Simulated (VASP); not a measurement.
# SnSe2 (P-3m1) in VASP: further runs

The runs below take SnSe2 through single point, with r2SCAN.

Everything below comes from runs of VASP 6.6.1. Logs are shortened: lines on timing, memory, paths and dates and some standing lists are left out, and cuts for length are marked.

### 1 The cell of the first run

The structure is trigonal, space group P-3m1 (No. 164). The conventional cell has a = 3.825 Å, b = 3.825 Å, c = 6.414 Å, α = 90.00°, β = 90.00°, γ = 120.00°. Sn (site symmetry -3m) has 6 Se at 2.72 Å within 3.6 Å. Se (site symmetry 3m) has 3 Sn at 2.72 Å within 3.6 Å.

### 2 Single point, r2SCAN (uniaxial z strain +3.0%)

The input, POSCAR:

```
SnSe2
1.0
    3.8251493298      0.0000000000      0.0000000000
   -1.9125746649      3.3126764929      0.0000000000
    0.0000000000      0.0000000000      6.4138914363
Sn Se
1 2
Direct
    0.0000000000      0.0000000000      0.0000000000
    0.3333333333      0.6666666667      0.2463248127
    0.6666666667      0.3333333333      0.7536751873
```

The input, INCAR.step1:

```
SYSTEM = SnSe2
PREC = Accurate
ENCUT = 520
ISMEAR = 0
SIGMA = 0.01
LREAL = .FALSE.
LASPH = .TRUE.
NELM = 80
NBANDS = 20
GGA = PE
ALGO = Normal
EDIFF = 1E-4
LWAVE = .TRUE.
LCHARG = .FALSE.
```

The input, INCAR.step2:

```
SYSTEM = SnSe2
PREC = Accurate
ENCUT = 520
EDIFF = 1E-6
ISMEAR = 0
SIGMA = 0.01
LREAL = .FALSE.
LASPH = .TRUE.
NELM = 80
ALGO = Normal
ISIF = 2
LWAVE = .FALSE.
LCHARG = .FALSE.
METAGGA = R2SCAN
LMIXTAU = .TRUE.
NBANDS = 20
ISTART = 1
```

The input, KPOINTS:

```
regular mesh
0
G
  12 12 4
  0 0 0
```

Potentials or basis: VASP PAW PBE potentials, release 64 (Sn_d, Se).

The run is started by

```bash
cat potpaw_PBE.64/Sn_d/POTCAR potpaw_PBE.64/Se/POTCAR > POTCAR
cp INCAR.step1 INCAR
mpirun -np 1 vasp_std > vasp.out
cp INCAR.step2 INCAR
mpirun -np 1 vasp_std > vasp.out
```

OUTCAR:

```text
SYSTEM = SnSe2
   PREC = Accurate
   ENCUT = 520
   EDIFF = 1E-6
   ISMEAR = 0
   LREAL = .FALSE.
   LASPH = .TRUE.
   NELM = 80
   ISIF = 2
   METAGGA = R2SCAN
   ISTART = 1

 ion  position               nearest neighbor table
   1  0.000  0.000  0.000-   2 2.72   3 2.72   3 2.72   2 2.72   3 2.72   2 2.72
   2  0.333  0.667  0.246-   1 2.72   1 2.72   1 2.72
   3  0.667  0.333  0.754-   1 2.72   1 2.72   1 2.72

  LATTYP: Found a hexagonal cell.
 ALAT       =     3.8251493298
 C/A-ratio  =     1.6767689006

  Lattice vectors:

 A1 = (   3.8251493298,   0.0000000000,   0.0000000000)
 A2 = (  -1.9125746649,   3.3126764929,   0.0000000000)
 A3 = (   0.0000000000,   0.0000000000,   6.4138914363)

Analysis of symmetry for initial positions (statically):
=====================================================================
 Subroutine PRICEL returns:
 Original cell was already a primitive cell.

 Routine SETGRP: Setting up the symmetry group for a
 hexagonal supercell.

 Subroutine GETGRP returns: Found 12 space group operations
 (whereof 12 operations were pure point group operations)
 out of a pool of 24 trial point group operations.

The static configuration has the point symmetry D_3d.

Analysis of symmetry for dynamics (positions and initial velocities):
=====================================================================
 Subroutine PRICEL returns:
 Original cell was already a primitive cell.

 Routine SETGRP: Setting up the symmetry group for a
 hexagonal supercell.

 Subroutine GETGRP returns: Found 12 space group operations
 (whereof 12 operations were pure point group operations)
 out of a pool of 24 trial point group operations.

The dynamic configuration has the point symmetry D_3d.

 Subroutine INISYM returns: Found 12 space group operations
 (whereof 12 operations are pure point group operations),
 and found     1 'primitive' translations

----------------------------------------------------------------------------------------

                                     Primitive cell

  volume of cell :      81.2735

  direct lattice vectors                    reciprocal lattice vectors
     3.825149330  0.000000000  0.000000000     0.261427702  0.150935354  0.000000000
    -1.912574665  3.312676493  0.000000000     0.000000000  0.301870709  0.000000000
     0.000000000  0.000000000  6.413891436     0.000000000  0.000000000  0.155911588

  length of vectors
     3.825149330  3.825149330  6.413891436     0.301870709  0.301870709  0.155911588

  position of ions in fractional coordinates (direct lattice)
     0.000000000  0.000000000  0.000000000
     0.333333333  0.666666667  0.246324813
     0.666666667  0.333333333  0.753675187

  ion indices of the primitive-cell ions
   primitive index   ion index
                 1           1
                 2           2
                 3           3

----------------------------------------------------------------------------------------

 KPOINTS: regular mesh

Automatic generation of k-mesh.
 Grid dimensions read from file:
 generate k-points for:   12   12    4

 Generating k-lattice:

  Cartesian coordinates                     Fractional coordinates (reciprocal lattice)
     0.021785642  0.012577946  0.000000000     0.083333333  0.000000000  0.000000000
     0.000000000  0.025155892  0.000000000     0.000000000  0.083333333  0.000000000
     0.000000000  0.000000000  0.038977897     0.000000000  0.000000000  0.250000000

  Length of vectors
     0.025155892  0.025155892  0.038977897

  Shift w.r.t. Gamma in fractional coordinates (k-lattice)
     0.000000000  0.000000000  0.000000000

 Subroutine IBZKPT returns following result:
 ===========================================

 Found     69 irreducible k-points:

 Following reciprocal coordinates:
            Coordinates               Weight
  0.000000  0.000000  0.000000      1.000000
  0.083333  0.000000  0.000000      6.000000
  0.166667  0.000000  0.000000      6.000000
  0.250000  0.000000  0.000000      6.000000
  0.333333  0.000000  0.000000      6.000000
  0.416667  0.000000  0.000000      6.000000
[... 16 lines left out ...]
  0.166667  0.000000  0.250000      6.000000
  0.000000  0.166667  0.250000      6.000000
 [... further k-points ...]
   k-points           NKPTS =     69   k-points in BZ     NKDIM =     69   number of bands    NBANDS=     20
   number of dos      NEDOS =    301   number of ions     NIONS =      3
   total plane-waves  NPLWV =  37632
   dimension x,y,z NGX =    28 NGY =   28 NGZ =   48
   dimension x,y,z NGXF=    56 NGYF=   56 NGZF=   96
   ions per type =               1   2
   NGX,Y,Z   is equivalent  to a cutoff of  12.17, 12.17, 12.44 a.u.
   NGXF,Y,Z  is equivalent  to a cutoff of  24.34, 24.34, 24.88 a.u.
 SYSTEM =  SnSe2
   PREC   = accura    normal or accurate (medium, high low for compatibility)
   ISTART =      1    job   : 0-new  1-cont  2-samecut
   ICHARG =      0    charge: 1-file 2-atom 10-const
   ISPIN  =      1    spin polarized calculation?
   LNONCOLLINEAR =      F non collinear calculations
   LSORBIT =      F    spin-orbit coupling
   LASPH  =      T    aspherical Exc in radial PAW
   ENCUT  =  520.0 eV  38.22 Ry    6.18 a.u.   7.11  7.11 11.93*2*pi/ulx,y,z
   NELM   =     80;   NELMIN=  2; NELMDL=  0     # of ELM steps
   EDIFF  = 0.1E-05   stopping-criterion for ELM
   LREAL  =      F    real-space projection
   EDIFFG = 0.1E-04   stopping-criterion for IOM
   NSW    =      0    number of steps for IOM
   IBRION =     -1    ionic relax: 0-MD 1-quasi-New 2-CG
   NFREE  =      0    steps in history (QN), initial steepest desc. (CG)
   ISIF   =      2    stress and relaxation
   ISYM   =      2    0-nonsym 1-usesym 2-fastsym
   POTIM  = 0.5000    time-step for ionic-motion
   TEBEG  =    0.0;   TEEND  =   0.0 temperature during run
   PSTRESS=    0.0 pullay stress
   NELECT =      26.0000    total number of electrons
   NUPDOWN=      -1.0000    fix difference up-down
   EMIN   =  10.00;   EMAX   =-10.00  energy-range for DOS
   EFERMI =   0.00;   METHOD = LEGACY
   ISMEAR =     0;   SIGMA  =   0.01  broadening in eV -4-tet -1-fermi 0-gaus
   EFERMI_NEDOS =   21; number of points for ismear=-14 and -15
   IALGO  =     38    algorithm
   IMIX   =      4    mixing-type and parameters
     AMIX     =   0.40;   BMIX     =  1.00
     AMIX_MAG =   1.60;   BMIX_MAG =  1.00
  volume/ion in A,a.u.               =      27.09       182.82
  Fermi-wavevector in a.u.,A,eV,Ry     =   1.119652  2.115835 17.056534  1.253620
  Thomas-Fermi vector in A             =   2.256292
   LORBIT       =      0    0 simple, 1 ext, 2 COOP (PROOUT), +10 PAW based schemes
   METAGGA = R2SCAN    functional components
   LHFCALC =     F    Hartree Fock is set to
   AEXX    =    0.0000 exact exchange contribution
   IVDW    =     0    specifies the selected vdW correction
   LEPSILON=     F    determine dielectric tensor
   LRPA    =     F    only Hartree local field effects (RPA)
 non-spin polarized calculation
 Gauss-broadening in eV      SIGMA  =   0.01
  energy-cutoff  :      520.00
  volume of cell :       81.27
 maximum number of plane-waves:      2214
   NGX = 15   NGY = 15   NGZ = 23

 number of electron      26.0000009 magnetization

 Free energy of the ion-electron system (eV)
  ---------------------------------------------------
  ext. energy  EPLUGINS =         0.00000000
  ---------------------------------------------------
  free energy    TOTEN  =       -54.63608192 eV

  energy without entropy =      -54.63608192  energy(sigma->0) =      -54.63608192

 E-fermi :   3.3292     XC(G=0):  -9.7376

 val. band max:        3.2807877540   @ k =   0.1667   0.0000   0.0000
 cond. band min:       4.3046286674   @ k =   0.5000   0.0000   0.5000
 fundamental gap:      1.0238409134
 Fermi energy:         3.3291565558

 k-point     1 :       0.0000    0.0000    0.0000
  band No.  band energies     occupation
      1     -18.5349      2.00000
      2     -18.5349      2.00000
      3     -18.4779      2.00000
      4     -18.4711      2.00000
      5     -18.4711      2.00000
      6     -10.8725      2.00000
[... 12 lines left out ...]
     19      12.8798      0.00000
     20      12.8798      0.00000

 k-point     2 :       0.0833    0.0000    0.0000
  band No.  band energies     occupation
      1     -18.5383      2.00000
      2     -18.5325      2.00000
      3     -18.4761      2.00000
      4     -18.4726      2.00000
      5     -18.4706      2.00000
      6     -10.8025      2.00000
[... 12 lines left out ...]
     19      12.1929      0.00000
     20      12.9897      0.00000

 k-point     3 :       0.1667    0.0000    0.0000
  band No.  band energies     occupation
      1     -18.5483      2.00000
      2     -18.5267      2.00000
      3     -18.4776      2.00000
      4     -18.4695      2.00000
      5     -18.4687      2.00000
      6     -10.5974      2.00000
[... 12 lines left out ...]
     19      12.2454      0.00000
     20      13.1644      0.00000

 k-point     4 :       0.2500    0.0000    0.0000
  band No.  band energies     occupation
      1     -18.5630      2.00000
      2     -18.5202      2.00000
      3     -18.4829      2.00000
      4     -18.4644      2.00000
      5     -18.4611      2.00000
      6     -10.2741      2.00000
[... 12 lines left out ...]
     19      12.2927      0.00000
     20      13.2471      0.00000

 k-point     5 :       0.3333    0.0000    0.0000
  band No.  band energies     occupation
      1     -18.5782      2.00000
      2     -18.5159      2.00000
      3     -18.4877      2.00000
      4     -18.4580      2.00000
      5     -18.4525      2.00000
      6      -9.8706      2.00000
[... 12 lines left out ...]
     19      12.9140      0.00000
     20      13.4926      0.00000
[... 353 lines left out ...]
      6     -10.7416      2.00000
[... 12 lines left out ...]
     19      12.0536      0.00000
     20      12.8992      0.00000

 k-point    22 :       0.0000    0.0833    0.2500
  band No.  band energies     occupation
      1     -18.5383      2.00000
      2     -18.5325      2.00000
      3     -18.4761      2.00000
      4     -18.4726      2.00000
      5     -18.4706      2.00000
      6     -10.7416      2.00000
[... 12 lines left out ...]
     19      12.1244      0.00000
     20      12.6796      0.00000

 k-point    23 :       0.1667    0.0000    0.2500
  band No.  band energies     occupation
      1     -18.5484      2.00000
      2     -18.5267      2.00000
      3     -18.4776      2.00000
      4     -18.4695      2.00000
      5     -18.4687      2.00000
      6     -10.5380      2.00000
[... 12 lines left out ...]
     19      12.2037      0.00000
     20      13.1039      0.00000

 k-point    24 :       0.0000    0.1667    0.2500
  band No.  band energies     occupation
      1     -18.5484      2.00000
      2     -18.5267      2.00000
      3     -18.4776      2.00000
      4     -18.4695      2.00000
      5     -18.4687      2.00000
      6     -10.5376      2.00000
[... 12 lines left out ...]
     19      12.0482      0.00000
     20      12.9628      0.00000

 [... further k-points ...]

------------------------ aborting loop because EDIFF is reached ----------------------------------------

  FORCE on cell =-STRESS in cart. coord.  units (eV):
  Direction    XX          YY          ZZ          XY          YZ          ZX
  --------------------------------------------------------------------------------------
  -------------------------------------------------------------------------------------
  Total        0.3320865      0.3320865      0.1184189      0.0000000      0.0000000     -0.0000000
  in kB        6.5465550      6.5465550      2.3344398      0.0000000      0.0000000     -0.0000000
  external PRESSURE =       5.1425166 kB  Pullay stress =       0.0000000 kB

 VOLUME and BASIS-vectors are now :
 -----------------------------------------------------------------------------
  energy-cutoff  :      520.00
  volume of cell :       81.27
      direct lattice vectors                 reciprocal lattice vectors
     3.825149330  0.000000000  0.000000000     0.261427702  0.150935354  0.000000000
    -1.912574665  3.312676493  0.000000000     0.000000000  0.301870709  0.000000000
     0.000000000  0.000000000  6.413891436     0.000000000  0.000000000  0.155911588

 POSITION                                       TOTAL-FORCE (eV/Angst)
 -----------------------------------------------------------------------------------
      0.00000      0.00000      0.00000         0.000000      0.000000      0.000000
     -0.00000      2.20845      1.57990         0.000000     -0.000000     -0.016612
      1.91257      1.10423      4.83399        -0.000000      0.000000      0.016612
 -----------------------------------------------------------------------------------
    total drift:                               -0.000000     -0.000000      0.000000

  FREE ENERGIE OF THE ION-ELECTRON SYSTEM (eV)
  ---------------------------------------------------
  free  energy   TOTEN  =       -54.6360819223 eV

  energy  without entropy=      -54.6360819223  energy(sigma->0) =      -54.63608192
```

It took 4 min on 1 thread of Intel Xeon Platinum 8488C (Sapphire Rapids), shared host; peak memory 0.26 GiB.

What came out:

```
Free energy            : -54.6361 eV
Pressure               : 0.5 GPa
Largest force          : 0.017 eV/Å
Band gap on the k mesh : 1.02 eV, indirect (least direct gap 1.47 eV)
```

Forces on the atoms (eV/Å):
```
Sn   0.000  0.000  0.000
Se   0.000  0.000 -0.017
Se   0.000  0.000  0.017
```

Levels at points of the mesh, in eV from the valence-band top:
| k point | band 9 | band 10 | band 11 | band 12 | band 13 | band 14 | band 15 | band 16 | band 17 | band 18 |
| --- | --- | --- | --- | --- | --- | --- | --- | --- | --- | --- |
| (0.00, 0.00, 0.00) | -0.52 | -0.52 | -0.22 | -0.20 | -0.20 | 1.52 | 3.65 | 5.10 | 5.10 | 8.50 |
| (0.50, 0.00, 0.00) | -4.38 | -2.76 | -2.43 | -1.05 | -0.25 | 1.38 | 4.35 | 5.92 | 5.99 | 7.27 |
| (0.00, 0.00, 0.50) | -1.95 | -0.59 | -0.59 | -0.09 | -0.09 | 2.77 | 3.59 | 4.91 | 4.91 | 8.79 |
| (0.50, 0.00, 0.50) | -4.72 | -2.30 | -2.02 | -0.74 | -0.54 | 1.02 | 4.71 | 5.25 | 6.31 | 6.59 |

Caveat: the cell differs from its parent crystal (uniaxial z strain +3.0%); the PAW data sets were made with another functional, which shifts forces and pressure a little; spin-orbit coupling is left out, which moves the levels of the heavy elements.

### 3 Single point, r2SCAN (uniaxial z strain +4.0%)

The input, POSCAR:

```
SnSe2
1.0
    3.8251493298      0.0000000000      0.0000000000
   -1.9125746649      3.3126764929      0.0000000000
    0.0000000000      0.0000000000      6.4761622269
Sn Se
1 2
Direct
    0.0000000000      0.0000000000      0.0000000000
    0.3333333333      0.6666666667      0.2440745064
    0.6666666667      0.3333333333      0.7559254936
```

The input, INCAR.step1:

```
  PREC = Accurate
  ENCUT = 520
  ISMEAR = 0
  SIGMA = 0.01
  LREAL = False
  LASPH = True
  NELM = 60
  NBANDS = 20
  GGA = PE
  ALGO = Normal
  EDIFF = 1E-4
  LWAVE = True
  LCHARG = False
```

The input, INCAR.step2:

```
  PREC = Accurate
  ENCUT = 520
  EDIFF = 1E-7
  ISMEAR = 0
  SIGMA = 0.01
  LREAL = False
  LASPH = True
  NELM = 60
  ALGO = Normal
  ISIF = 2
  LWAVE = False
  LCHARG = False
  METAGGA = R2SCAN
  LMIXTAU = True
  NBANDS = 20
  ISTART = 1
```

The input, KPOINTS:

```
Automatic mesh
0
Gamma
  12 12 4
```

Potentials or basis: VASP PAW PBE potentials, release 64 (Sn_d, Se).

The run is started by

```bash
cat potpaw_PBE.64/Sn_d/POTCAR potpaw_PBE.64/Se/POTCAR > POTCAR
cp INCAR.step1 INCAR
mpirun -np 1 vasp_std > vasp.out
cp INCAR.step2 INCAR
mpirun -np 1 vasp_std > vasp.out
```

Run time: 4.6 min. Hardware: 1 thread of Intel Xeon Platinum 8488C (Sapphire Rapids), shared host; peak memory 0.26 GiB.

It converged, with:

| Item | Value |
| --- | --- |
| Free energy | -54.6375 eV |
| Pressure | 0.4 GPa |
| Largest force | 0.015 eV/Å |
| Band gap on the k mesh | 1.02 eV, indirect (least direct gap 1.47 eV) |

Forces on the atoms (eV/Å):
```
Sn   0.000  0.000  0.000
Se   0.000  0.000 -0.015
Se   0.000  0.000  0.015
```

Stress tensor (GPa, compression positive):
```
0.58 0.00 0.00
0.00 0.58 0.00
0.00 0.00 0.06
```

Levels at points of the mesh, in eV from the valence-band top:
```
           k point  band 9  band 10  band 11  band 12  band 13  band 14  band 15  band 16  band 17  band 18
(0.00, 0.00, 0.00)   -0.51    -0.51    -0.28    -0.18    -0.18     1.53     3.66     5.10     5.10     8.41
(0.50, 0.00, 0.00)   -4.39    -2.73    -2.41    -1.02    -0.26     1.35     4.35     5.95     6.01     7.20
(0.00, 0.00, 0.50)   -1.91    -0.58    -0.58    -0.09    -0.09     2.74     3.60     4.92     4.92     8.84
(0.50, 0.00, 0.50)   -4.70    -2.30    -2.04    -0.73    -0.52     1.02     4.72     5.26     6.29     6.57
```

Caveat: the cell differs from its parent crystal (uniaxial z strain +4.0%); the PAW data sets were made with another functional, which shifts forces and pressure a little; spin-orbit coupling is left out, which moves the levels of the heavy elements.
